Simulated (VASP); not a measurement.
Wanted: the native input for a VASP 6.6.1 run.

* Task: single point
* Functional: PBEsol
* Potentials or basis: VASP PAW PBE potentials, release 64 (Re)
* Cutoff: 520 eV
* k mesh: 8 × 8 × 8
* Occupations: gaussian, width 0.1 eV
* Spin: no spin polarisation
* Dipole correction: no
* Further INCAR settings: ALGO = Normal; EDIFF = 1e-07; NBANDS = 10

The structure of Re lies in POSCAR:

```
Re
1.0
   -1.5024973027      1.5024973027      1.5024973027
    1.5024973027     -1.5024973027      1.5024973027
    1.5024973027      1.5024973027     -1.5024973027
Re
1
Direct
    0.0000000000      0.0000000000      0.0000000000
```

These files were run (other wordings do the same):

INCAR

```
PREC     = Accurate       # precision mode
ENCUT    = 520            # plane-wave cutoff, eV
EDIFF    = 1E-7           # SCF threshold, eV
ISMEAR   = 0              # smearing method
SIGMA    = 0.1            # smearing width, eV
LREAL    = F              # projectors in reciprocal space
LASPH    = T              # aspherical terms in the spheres
NELM     = 100            # most SCF steps
ALGO     = Normal         # electronic algorithm
ISIF     = 2              # what is computed and relaxed
LWAVE    = F              # write WAVECAR
LCHARG   = T              # write CHGCAR
GGA      = PS             # functional
LELF     = T              # ELF
LVHAR    = T            
NBANDS   = 10             # bands
```

KPOINTS

```
Automatic mesh
0
Gamma
  8 8 8
```

Potentials or basis: VASP PAW PBE potentials, release 64 (Re).

Command:

```bash
$ cat potpaw_PBE.64/Re/POTCAR > POTCAR
$ mpirun -np 1 vasp_std > vasp.out
```

Results of the run:

```json
{"Pressure": "36.4 GPa"}
```

Caveat: the k points lie up to 0.37 Å⁻¹ apart; the PAW data sets were made with another functional, which shifts forces and pressure a little.

It took 5.1 s on 1 thread of AMD EPYC 7R13 Processor (Zen 3), with other jobs on the host, peak memory 0.09 GiB.
